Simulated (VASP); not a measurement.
Write the native input for VASP 6.6.1 that does the following.

| Quantity | Value |
| --- | --- |
| Task | single point |
| Functional | PBE |
| Potentials or basis | VASP PAW PBE potentials, release 64 (Al, N) |
| Cutoff | 600 eV |
| k mesh | 10 × 10 × 10 |
| Occupations | gaussian, width 0.02 eV |
| Spin | no spin polarisation |
| Dipole correction | no |
| Further INCAR settings | ALGO = Normal; EDIFF = 1e-06; NBANDS = 11 |

The structure of AlN (series) lies in POSCAR:

```
AlN
1.0
    0.0000000000      2.1839935596      2.1839935596
    2.1839935596      0.0000000000      2.1839935596
    2.1839935596      2.1839935596      0.0000000000
Al N
1 1
Direct
    0.0000000000      0.0000000000      0.0000000000
    0.7500000000      0.7500000000      0.7500000000
```

These files were run (other wordings do the same):

INCAR

```
PREC = Accurate ; ENCUT = 600
EDIFF = 1E-6 ; ISMEAR = 0
SIGMA = 0.02 ; LREAL = False
LASPH = True ; NELM = 120
ALGO = Normal ; ISIF = 2
LWAVE = False ; LCHARG = False
GGA = PE ; NBANDS = 11
GGA_COMPAT = False
```

KPOINTS

```
regular mesh
0
Gamma
  10 10 10
```

Potentials or basis: VASP PAW PBE potentials, release 64 (Al, N).

Launch:

```bash
$ cat potpaw_PBE.64/Al/POTCAR potpaw_PBE.64/N/POTCAR > POTCAR
$ mpirun -np 1 vasp_std > vasp.out
```

It gave:

The pressure is 4.5 GPa and the band gap on the k mesh is 3.32 eV, indirect (least direct gap 4.20 eV).

Run time: 18 s on 1 thread of AMD EPYC 7R13, on a shared host, peak memory 0.12 GiB.
